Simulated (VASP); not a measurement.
# Si16Ge (a cell with a defect) in VASP: further runs

Si16Ge (a cell with a defect) is run at these levels: PBEsol; tasks: single point.

All numbers are computed with VASP 6.6.1; they aren't measurements. Logs are shortened: lines on timing, memory, paths and dates and some standing lists are left out, and cuts for length are marked.

### 1 The cell of the first run

The cell holds a defect, 17 atoms: a = 7.679 Å, b = 7.679 Å, c = 7.679 Å, α = 60.00°, β = 60.00°, γ = 60.00°.

### 2 Single point, PBEsol

Contents of INCAR:

```
SYSTEM = Si16Ge
PREC = Accurate ; ENCUT = 520
EDIFF = 1E-7 ; ISMEAR = 0
SIGMA = 0.02 ; LREAL = Auto
LASPH = .TRUE. ; NELM = 100
ALGO = Normal ; ISIF = 2
LWAVE = .FALSE. ; LCHARG = .FALSE.
GGA = PS ; NBANDS = 53
```

Contents of KPOINTS:

```
regular mesh
0
G
  2 2 2
  0 0 0
```

Contents of POSCAR:

```
Si16Ge
1.0
    0.0000000000      5.4300000000      5.4300000000
    5.4300000000      0.0000000000      5.4300000000
    5.4300000000      5.4300000000      0.0000000000
Si Ge
16 1
Direct
    0.0233385820     -0.0076811234     -0.0080768877
    0.1283622468      0.1260882136      0.1256506446
   -0.0050459484      0.0116400552      0.4965914365
    0.1287988029      0.1266290055      0.6189387661
   -0.0050917127      0.4970670350      0.0111200737
    0.1287748619      0.6193196133      0.1262317680
   -0.0055260589      0.4988032228      0.4984185083
    0.1027948435      0.6340383057      0.6334775322
    0.5002057090      0.0070016575      0.0065749540
    0.6511539595      0.1168552486      0.1164012891
    0.4998003683      0.0078686924      0.4853499079
    0.6148351750      0.1487031308      0.6159629834
    0.4997440147      0.4857344383      0.0074895028
    0.6147240331      0.6163897790      0.1481820442
    0.4665593923      0.5124975138      0.5119695212
    0.6126396869      0.6211010129      0.6208779926
    0.7113722836      0.7644302947      0.7638779926
```

Potentials or basis: VASP PAW PBE potentials, release 64 (Si, Ge_d).

Launch:

```sh
$ cat potpaw_PBE.64/Si/POTCAR potpaw_PBE.64/Ge_d/POTCAR > POTCAR
$ mpirun -np 1 vasp_std > vasp.out
```

OUTCAR:

```text
SYSTEM = Si16Ge
   PREC = Accurate
   ENCUT = 520
   EDIFF = 1E-7
   ISMEAR = 0
   LREAL = Auto
   LASPH = .TRUE.
   NELM = 100
   ISIF = 2
   GGA = PS

 ion  position               nearest neighbor table
   1  0.023  0.992  0.992-  10 2.33   2 2.34   4 2.34   6 2.34
   2  0.128  0.126  0.126-   3 2.33   5 2.33   9 2.33   1 2.34
   3  0.995  0.012  0.497-   2 2.33   4 2.33   8 2.37  12 2.38  17 2.89
   4  0.129  0.127  0.619-  11 2.33   3 2.33   7 2.33   1 2.34
   5  0.995  0.497  0.011-   2 2.33   6 2.33   8 2.37  14 2.38  17 2.89
   6  0.129  0.619  0.126-  13 2.33   5 2.33   7 2.33   1 2.34
   7  0.994  0.499  0.498-   4 2.33   6 2.33   8 2.38  16 2.39  17 2.89
   8  0.103  0.634  0.633-  15 2.28   3 2.37   5 2.37   7 2.38  17 2.45
   9  0.500  0.007  0.007-  10 2.33   2 2.33  12 2.45  14 2.45  17 2.65
  10  0.651  0.117  0.116-  13 2.32  11 2.32   9 2.33   1 2.33
  11  0.500  0.008  0.485-  10 2.32   4 2.33  12 2.43  16 2.43  17 2.67
  12  0.615  0.149  0.616-  15 2.29   3 2.38  17 2.42  11 2.43   9 2.45
  13  0.500  0.486  0.007-  10 2.32   6 2.33  14 2.42  16 2.43  17 2.67
  14  0.615  0.616  0.148-  15 2.29   5 2.38  17 2.42  13 2.42   9 2.45
  15  0.467  0.512  0.512-   8 2.28  16 2.29  14 2.29  12 2.29
  16  0.613  0.621  0.621-  15 2.29   7 2.39  17 2.42  13 2.43  11 2.43
  17  0.711  0.764  0.764-  12 2.42  14 2.42  16 2.42   8 2.45   9 2.65  11 2.67  13 2.67   5 2.89
                             3 2.89   7 2.89

  LATTYP: Found a face centered cubic cell.
 ALAT       =    10.8600000000

  Lattice vectors:

 A1 = (   0.0000000000,   5.4300000000,   5.4300000000)
 A2 = (   5.4300000000,   0.0000000000,   5.4300000000)
 A3 = (   5.4300000000,   5.4300000000,   0.0000000000)

Analysis of symmetry for initial positions (statically):
=====================================================================
 Subroutine PRICEL returns:
 Original cell was already a primitive cell.

 Routine SETGRP: Setting up the symmetry group for a
 face centered cubic supercell.

 Subroutine GETGRP returns: Found  1 space group operations
 (whereof  1 operations were pure point group operations)
 out of a pool of 48 trial point group operations.

The static configuration has the point symmetry C_1 .

Analysis of symmetry for dynamics (positions and initial velocities):
=====================================================================
 Subroutine PRICEL returns:
 Original cell was already a primitive cell.

 Routine SETGRP: Setting up the symmetry group for a
 face centered cubic supercell.

 Subroutine GETGRP returns: Found  1 space group operations
 (whereof  1 operations were pure point group operations)
 out of a pool of 48 trial point group operations.

The dynamic configuration has the point symmetry C_1 .

 Subroutine INISYM returns: Found  1 space group operations
 (whereof  1 operations are pure point group operations),
 and found     1 'primitive' translations

----------------------------------------------------------------------------------------

                                     Primitive cell

  volume of cell :     320.2060

  direct lattice vectors                    reciprocal lattice vectors
     0.000000000  5.430000000  5.430000000    -0.092081031  0.092081031  0.092081031
     5.430000000  0.000000000  5.430000000     0.092081031 -0.092081031  0.092081031
     5.430000000  5.430000000  0.000000000     0.092081031  0.092081031 -0.092081031

  length of vectors
     7.679179644  7.679179644  7.679179644     0.159489025  0.159489025  0.159489025

  position of ions in fractional coordinates (direct lattice)
     0.023338582  0.992318877  0.991923112
     0.128362247  0.126088214  0.125650645
     0.994954052  0.011640055  0.496591436
     0.128798803  0.126629005  0.618938766
     0.994908287  0.497067035  0.011120074
     0.128774862  0.619319613  0.126231768
[... 9 lines left out ...]
     0.612639687  0.621101013  0.620877993
     0.711372284  0.764430295  0.763877993

  ion indices of the primitive-cell ions
   primitive index   ion index
                 1           1
                 2           2
                 3           3
                 4           4
                 5           5
                 6           6
[... 9 lines left out ...]
                16          16
                17          17

----------------------------------------------------------------------------------------

 KPOINTS: regular mesh

Automatic generation of k-mesh.
 Grid dimensions read from file:
 generate k-points for:    2    2    2

 Generating k-lattice:

  Cartesian coordinates                     Fractional coordinates (reciprocal lattice)
    -0.046040516  0.046040516  0.046040516     0.500000000  0.000000000  0.000000000
     0.046040516 -0.046040516  0.046040516     0.000000000  0.500000000  0.000000000
     0.046040516  0.046040516 -0.046040516     0.000000000  0.000000000  0.500000000

  Length of vectors
     0.079744512  0.079744512  0.079744512

  Shift w.r.t. Gamma in fractional coordinates (k-lattice)
     0.000000000  0.000000000  0.000000000

 Subroutine IBZKPT returns following result:
 ===========================================

 Found      8 irreducible k-points:

 Following reciprocal coordinates:
            Coordinates               Weight
  0.000000  0.000000  0.000000      1.000000
  0.500000  0.000000  0.000000      1.000000
  0.000000  0.500000  0.000000      1.000000
  0.000000  0.000000  0.500000      1.000000
  0.500000  0.500000  0.500000      1.000000
  0.500000  0.500000  0.000000      1.000000
  0.000000  0.500000  0.500000      1.000000
  0.500000  0.000000  0.500000      1.000000
   k-points           NKPTS =      8   k-points in BZ     NKDIM =      8   number of bands    NBANDS=     53
   number of dos      NEDOS =    301   number of ions     NIONS =     17
   total plane-waves  NPLWV = 216000
   dimension x,y,z NGX =    60 NGY =   60 NGZ =   60
   dimension x,y,z NGXF=   120 NGYF=  120 NGZF=  120
   ions per type =              16   1
   NGX,Y,Z   is equivalent  to a cutoff of  12.99, 12.99, 12.99 a.u.
   NGXF,Y,Z  is equivalent  to a cutoff of  25.98, 25.98, 25.98 a.u.
 SYSTEM =  Si16Ge
   PREC   = accura    normal or accurate (medium, high low for compatibility)
   ISTART =      0    job   : 0-new  1-cont  2-samecut
   ICHARG =      2    charge: 1-file 2-atom 10-const
   ISPIN  =      1    spin polarized calculation?
   LNONCOLLINEAR =      F non collinear calculations
   LSORBIT =      F    spin-orbit coupling
   LASPH  =      T    aspherical Exc in radial PAW
   ENCUT  =  520.0 eV  38.22 Ry    6.18 a.u.  14.28 14.28 14.28*2*pi/ulx,y,z
   NELM   =    100;   NELMIN=  2; NELMDL= -5     # of ELM steps
   EDIFF  = 0.1E-06   stopping-criterion for ELM
   LREAL  =      T    real-space projection
   EDIFFG = 0.1E-05   stopping-criterion for IOM
   NSW    =      0    number of steps for IOM
   IBRION =     -1    ionic relax: 0-MD 1-quasi-New 2-CG
   NFREE  =      0    steps in history (QN), initial steepest desc. (CG)
   ISIF   =      2    stress and relaxation
   ISYM   =      2    0-nonsym 1-usesym 2-fastsym
   POTIM  = 0.5000    time-step for ionic-motion
   TEBEG  =    0.0;   TEEND  =   0.0 temperature during run
   PSTRESS=    0.0 pullay stress
   NELECT =      78.0000    total number of electrons
   NUPDOWN=      -1.0000    fix difference up-down
   EMIN   =  10.00;   EMAX   =-10.00  energy-range for DOS
   EFERMI =   0.00;   METHOD = LEGACY
   ISMEAR =     0;   SIGMA  =   0.02  broadening in eV -4-tet -1-fermi 0-gaus
   EFERMI_NEDOS =   21; number of points for ismear=-14 and -15
   IALGO  =     38    algorithm
   IMIX   =      4    mixing-type and parameters
     AMIX     =   0.40;   BMIX     =  1.00
     AMIX_MAG =   1.60;   BMIX_MAG =  1.00
  volume/ion in A,a.u.               =      18.84       127.11
  Fermi-wavevector in a.u.,A,eV,Ry     =   1.022421  1.932096 14.222785  1.045345
  Thomas-Fermi vector in A             =   2.156100
   LORBIT       =      0    0 simple, 1 ext, 2 COOP (PROOUT), +10 PAW based schemes
   GGA     = PS    functional components
   LHFCALC =     F    Hartree Fock is set to
   AEXX    =    0.0000 exact exchange contribution
   IVDW    =     0    specifies the selected vdW correction
   LEPSILON=     F    determine dielectric tensor
   LRPA    =     F    only Hartree local field effects (RPA)
 non-spin polarized calculation
 Gauss-broadening in eV      SIGMA  =   0.02
  energy-cutoff  :      520.00
  volume of cell :      320.21
 maximum number of plane-waves:      8646
 NGX is ok and might be reduce to    60
   NGX = 29   NGY = 29   NGZ = 29

 number of electron      78.0000001 magnetization

 Free energy of the ion-electron system (eV)
  ---------------------------------------------------
  ext. energy  EPLUGINS =         0.00000000
  ---------------------------------------------------
  free energy    TOTEN  =       -92.71239155 eV

  energy without entropy =      -92.71171781  energy(sigma->0) =      -92.71205468

 E-fermi :   6.7963     XC(G=0):  -9.8885

 val. band max:        6.7723366160   @ k =   0.0000   0.0000   0.0000
 cond. band min:       6.8202954053   @ k =   0.0000   0.0000   0.0000
 fundamental gap:      0.0479587893
 Fermi energy:         6.7962958045

 k-point     1 :       0.0000    0.0000    0.0000
  band No.  band energies     occupation
      1     -18.2687      2.00000
      2     -18.2665      2.00000
      3     -18.2654      2.00000
      4     -18.2524      2.00000
      5     -18.2519      2.00000
      6      -6.5925      2.00000
[... 43 lines left out ...]
     50       8.0761      0.00000
     51       8.8825      0.00000

 k-point     2 :       0.5000    0.0000    0.0000
  band No.  band energies     occupation
      1     -18.2687      2.00000
      2     -18.2665      2.00000
      3     -18.2654      2.00000
      4     -18.2524      2.00000
      5     -18.2519      2.00000
      6      -6.2735      2.00000
[... 316 lines left out ...]
 k-point     8 :       0.5000    0.0000    0.5000
  band No.  band energies     occupation
      1     -18.2687      2.00000
      2     -18.2665      2.00000
      3     -18.2654      2.00000
      4     -18.2524      2.00000
      5     -18.2519      2.00000
      6      -6.1539      2.00000
[... 43 lines left out ...]
     50      10.1978      0.00000
     51      10.2904      0.00000
 [bands above 51 left out]

------------------------ aborting loop because EDIFF is reached ----------------------------------------

  FORCE on cell =-STRESS in cart. coord.  units (eV):
  Direction    XX          YY          ZZ          XY          YZ          ZX
  --------------------------------------------------------------------------------------
  -------------------------------------------------------------------------------------
  Total        8.5177646      9.2386834      9.2694870      0.1335242      0.0448236      0.1302475
  in kB       42.6193411     46.2265179     46.3806466      0.6680996      0.2242787      0.6517044
  external PRESSURE =      45.0755019 kB  Pullay stress =       0.0000000 kB

 VOLUME and BASIS-vectors are now :
 -----------------------------------------------------------------------------
  energy-cutoff  :      520.00
  volume of cell :      320.21
      direct lattice vectors                 reciprocal lattice vectors
     0.000000000  5.430000000  5.430000000    -0.092081031  0.092081031  0.092081031
     5.430000000  0.000000000  5.430000000     0.092081031 -0.092081031  0.092081031
     5.430000000  5.430000000  0.000000000     0.092081031  0.092081031 -0.092081031

 POSITION                                       TOTAL-FORCE (eV/Angst)
 -----------------------------------------------------------------------------------
     10.77443      5.51287      5.51502         0.048104     -0.050502     -0.051650
      1.36694      1.37929      1.38167         0.006687     -0.033749     -0.034552
      2.75970      8.09909      5.46581        -0.008111      0.009127     -0.009575
      4.04843      4.06021      1.38697         0.027616     -0.005766     -0.029833
      2.75946      5.46273      8.10143        -0.008022     -0.009784      0.009906
      4.04834      1.38469      4.06215         0.027802     -0.029425     -0.005484
[... 9 lines left out ...]
      6.74395      6.69800      6.69921         0.038136      0.015908      0.016646
      8.29871      8.01061      8.01361        -0.103940      0.099147      0.098745
 -----------------------------------------------------------------------------------
    total drift:                               -0.001907      0.001374      0.000362

  FREE ENERGIE OF THE ION-ELECTRON SYSTEM (eV)
  ---------------------------------------------------
  free  energy   TOTEN  =       -92.7123915535 eV

  energy  without entropy=      -92.7117178117  energy(sigma->0) =      -92.71205468
```

Run time: 3.9 min. Hardware: 1 thread of AMD EPYC 9R45 (Zen 5), shared host; peak memory 0.46 GiB.

Results:

- Free energy: -92.7124 eV
- Pressure: 4.5 GPa
- Largest force: 0.174 eV/Å
- Band gap on the k mesh: zero (band 39 reaches 6.86 eV, above the bottom of band 40 at 6.59 eV)

Forces on the atoms (eV/Å):
```
Si   0.048 -0.051 -0.052
Si   0.007 -0.034 -0.035
Si  -0.008  0.009 -0.010
Si   0.028 -0.006 -0.030
Si  -0.008 -0.010  0.010
Si   0.028 -0.029 -0.005
Si   0.010  0.013  0.013
Si  -0.066  0.073  0.073
Si  -0.013 -0.039 -0.038
Si   0.049 -0.048 -0.049
Si   0.037  0.007 -0.035
Si  -0.015  0.014 -0.034
Si   0.037 -0.035  0.007
Si  -0.016 -0.035  0.014
Si  -0.052  0.055  0.055
Si   0.038  0.016  0.017
Ge  -0.104  0.099  0.099
```

Stress tensor (GPa, compression positive):
```
4.26 0.07 0.07
0.07 4.62 0.02
0.07 0.02 4.64
```

Levels at points of the mesh, in eV from the Fermi level:
| k point | band 36 | band 37 | band 38 | band 39 | band 40 | band 41 | band 42 | band 43 |
| --- | --- | --- | --- | --- | --- | --- | --- | --- |
| (0.00, 0.00, 0.00) | -0.82 | -0.69 | -0.66 | -0.33 | -0.21 | -0.20 | -0.02 | 0.02 |
| (0.50, 0.00, 0.00) | -1.41 | -1.37 | -1.36 | -0.33 | 0.40 | 0.45 | 0.99 | 0.99 |
| (0.00, 0.50, 0.00) | -1.41 | -1.41 | -1.34 | -0.27 | 0.42 | 0.63 | 0.80 | 0.84 |
| (0.00, 0.00, 0.50) | -1.41 | -1.41 | -1.34 | -0.27 | 0.42 | 0.63 | 0.80 | 0.84 |
| (0.50, 0.50, 0.50) | -1.41 | -1.40 | -1.32 | -0.27 | 0.39 | 0.65 | 0.80 | 0.85 |
| (0.50, 0.50, 0.00) | -1.95 | -1.79 | -1.21 | 0.05 | 0.71 | 1.04 | 1.12 | 1.18 |
| (0.00, 0.50, 0.50) | -1.94 | -1.83 | -1.24 | 0.07 | 0.71 | 1.04 | 1.13 | 1.16 |
| (0.50, 0.00, 0.50) | -1.95 | -1.79 | -1.21 | 0.05 | 0.71 | 1.04 | 1.12 | 1.18 |

Caveat: the k points lie up to 0.50 Å⁻¹ apart; the PAW data sets were made with another functional, which shifts forces and pressure a little.

### 3 Single point, PBEsol

Contents of INCAR:

```
PREC = Accurate ; ENCUT = 520
EDIFF = 1E-7 ; ISMEAR = 0
SIGMA = 0.02 ; LREAL = Auto
LASPH = True ; NELM = 60
ALGO = Normal ; ISIF = 2
LWAVE = False ; LCHARG = False
GGA = PS ; NBANDS = 53
```

Contents of KPOINTS:

```
Automatic mesh
0
Gamma
  2 2 2
```

Contents of POSCAR:

```
Si16Ge
1.0
    0.0000000000      5.4300000000      5.4300000000
    5.4300000000      0.0000000000      5.4300000000
    5.4300000000      5.4300000000      0.0000000000
Si Ge
16 1
Direct
    0.0304928177     -0.0096274401     -0.0100453039
    0.1389229282      0.1218260589      0.1214144567
   -0.0009826888      0.0168465930      0.4924624309
    0.1388463168      0.1218980663      0.6186212707
   -0.0009965009      0.4928697974      0.0164478821
    0.1388382136      0.6190354512      0.1214833333
   -0.0011119705      0.4929267035      0.4925143646
    0.0604988029      0.6470339779      0.6466374770
    0.5104550645      0.0024581952      0.0021255985
    0.6580895948      0.1144579190      0.1141116943
    0.5103593923      0.0025503683      0.4857070902
    0.6244771639      0.1672051565      0.6046036832
    0.5103540516      0.4860568140      0.0021918048
    0.6244792818      0.6049398711      0.1668536832
    0.4352809392      0.5220065378      0.5216507366
    0.6243905157      0.6048687845      0.6045026703
    0.6463233886      0.7849661142      0.7846252302
```

Potentials or basis: VASP PAW PBE potentials, release 64 (Si, Ge_d).

Launch:

```sh
$ cat potpaw_PBE.64/Si/POTCAR potpaw_PBE.64/Ge_d/POTCAR > POTCAR
$ mpirun -np 1 vasp_std > vasp.out
```

It took 3.6 min on 1 thread of Intel Xeon Platinum 8259CL at 2.50GHz (Skylake/Cascade Lake), shared host; peak memory 0.5 GiB.

It converged, with:

* Free energy: -92.4807 eV
* Pressure: 3.8 GPa
* Largest force: 0.040 eV/Å
* Band gap on the k mesh: zero (band 39 reaches 6.76 eV, above the bottom of band 40 at 6.59 eV)

Forces in eV/Å, atoms in the order of the input:
```
Si  -0.020  0.020  0.019
Si   0.001  0.000  0.000
Si   0.000  0.000 -0.001
Si  -0.002 -0.001 -0.001
Si  -0.001  0.000  0.001
Si  -0.002  0.001 -0.001
Si  -0.002  0.001  0.002
Si   0.011 -0.012 -0.011
Si   0.009  0.003  0.003
Si  -0.021  0.021  0.022
Si  -0.004 -0.008  0.004
Si  -0.002  0.002 -0.002
Si  -0.004  0.004 -0.008
Si  -0.002 -0.002  0.001
Si   0.009 -0.009 -0.010
Si   0.004  0.002  0.002
Ge   0.025 -0.023 -0.022
```

Stress tensor (GPa, compression positive):
```
 3.81  0.63  0.63
 0.63  3.82 -0.63
 0.63 -0.63  3.82
```

Levels at points of the mesh, in eV from the Fermi level:
```tsv
k point	band 35	band 36	band 37	band 38	band 39	band 40	band 41	band 42	band 43	band 44
(0.00, 0.00, 0.00)	-1.43	-1.09	-0.60	-0.60	-0.60	-0.16	-0.16	0.12	0.12	0.67
(0.50, 0.00, 0.00)	-1.34	-1.34	-1.24	-1.24	-0.31	0.34	0.34	1.08	1.08	1.12
(0.00, 0.50, 0.00)	-1.44	-1.40	-1.35	-1.00	-0.19	0.11	0.69	0.77	0.93	1.24
(0.00, 0.00, 0.50)	-1.44	-1.40	-1.35	-1.00	-0.19	0.11	0.69	0.77	0.93	1.24
(0.50, 0.50, 0.50)	-1.44	-1.40	-1.35	-1.00	-0.18	0.11	0.69	0.77	0.93	1.24
(0.50, 0.50, 0.00)	-2.02	-1.86	-1.74	-1.04	0.01	0.39	1.16	1.33	1.58	1.83
(0.00, 0.50, 0.50)	-2.02	-1.86	-1.74	-1.04	0.01	0.39	1.16	1.33	1.58	1.83
(0.50, 0.00, 0.50)	-2.02	-1.86	-1.74	-1.04	0.01	0.39	1.16	1.33	1.58	1.83
```

Caveat: the k points lie up to 0.50 Å⁻¹ apart; the PAW data sets were made with another functional, which shifts forces and pressure a little.

(Continued in part 2 of 2.)
